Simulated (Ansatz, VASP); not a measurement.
**One calculation of Ga3I, two programs**

```
CELL_PARAMETERS angstrom
4.72223 0.00000 0.00000
0.00000 4.72223 0.00000
0.00000 0.00000 4.72223
ATOMIC_POSITIONS crystal
Ga 0.00000 0.50000 0.50000
Ga 0.50000 0.00000 0.50000
Ga 0.50000 0.50000 0.00000
I 0.00000 0.00000 0.00000
```

Alike in both runs: functional PBE; k mesh 4 × 4 × 4; occupations gaussian, width 0.1 eV; no spin polarisation.

Ansatz relaxed the structure, and its values are those at the end. VASP's run is a single point on that final structure, the one shown.

```csv
,VASP,Ansatz
version,VASP 6.6.1,Ansatz 0.2.0
potentials or method,"VASP PAW PBE potentials, release 64 (Ga_d, I), cutoff 520 eV","scalar-relativistic, plane waves, PAW"
valence electrons in the cell,46,56
```

```csv
,VASP,Ansatz,Ansatz less VASP
gap on the k mesh at the Fermi level (eV),none,none,-
pressure (GPa),0.1,0.1,-0.03
```

A gap of «none» marks a metal or a gap that the smearing closes. With one functional, cell and mesh, what is left measures potentials, basis and numerics. VASP's potentials hold 46 valence electrons a cell and Ansatz's 56, so a difference there can come from the potentials and not from the codes.

Spin-orbit coupling is off throughout.
